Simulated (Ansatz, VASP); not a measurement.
One calculation of PtSe2, two programs

```
Pt Se
1.0
     3.72865    0.00000    0.00000
    -1.86433    3.22911    0.00000
     0.00000    0.00000    5.27716
Pt Se
1 2
Direct
  0.00000 0.00000 0.00000
  0.33333 0.66667 0.24622
  0.66667 0.33333 0.75378
```

Alike in both runs: task single point; functional PBE; k mesh 12 × 12 × 6; occupations fermi-dirac, width 0.02 eV; no spin polarisation.

```csv
,VASP,Ansatz
version,VASP 6.6.1,Ansatz 0.2.0
potentials or method,"VASP PAW PBE potentials, release 64 (Pt, Se)","plane waves, PAW"
plane-wave cutoff (eV),520,420
valence electrons in the cell,22,50
```

|  | VASP | Ansatz | Ansatz less VASP |
| --- | --- | --- | --- |
| pressure (GPa) | 3.8 | 3.8 | +0.02 |
| traceless stress, the component that is largest in VASP (GPa) | -1.16 | -1.15 | +0.008 |
| rms of the force components (eV/Å) | 0.081 | 0.080 | -0.0015 |

Atom by atom the forces differ by 0.002 eV/Å (rms over components). VASP's potentials hold 22 valence electrons a cell and Ansatz's 50, so a difference there can come from the potentials and not from the codes.

Neither program's run includes spin-orbit coupling.
